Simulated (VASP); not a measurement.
Input of a VASP 6.6.1 run:

The input INCAR:

```
SYSTEM = SiC
ALGO = Normal
EDIFF = 1E-6
ENCUT = 520
GGA = PE
ISIF = 2
ISMEAR = 0
LASPH = .True.
LCHARG = .False.
LREAL = .False.
LWAVE = .False.
NBANDS = 16
NELM = 80
PREC = Accurate
SIGMA = 0.1
```

Contents of KPOINTS:

```
k-points
0
Gamma
  12 12 12
  0 0 0
```

Contents of POSCAR:

```
SiC
1.0
    4.0111439126      0.0000000000      0.0000000000
   -2.0055719563      3.4737525265      0.0000000000
    0.0000000000      0.0000000000      3.9691628308
Si C
2 2
Direct
    0.3333333333      0.6666666667      0.5000000000
    0.6666666667      0.3333333333      0.5000000000
    0.3333333333      0.6666666667      0.0000000000
    0.6666666667      0.3333333333      0.0000000000
```

Potentials or basis: VASP PAW PBE potentials, release 64 (Si, C).

The run is started by

```sh
$ cat potpaw_PBE.64/Si/POTCAR potpaw_PBE.64/C/POTCAR > POTCAR
$ mpirun -np 1 vasp_std > vasp.out
```

(1) Predict the pressure.

(2) What does it give for the band gap on the k mesh?

Answers

(1) 0.0 GPa.

(2) zero (band 8 reaches 6.33 eV, above the bottom of band 9 at 5.04 eV).
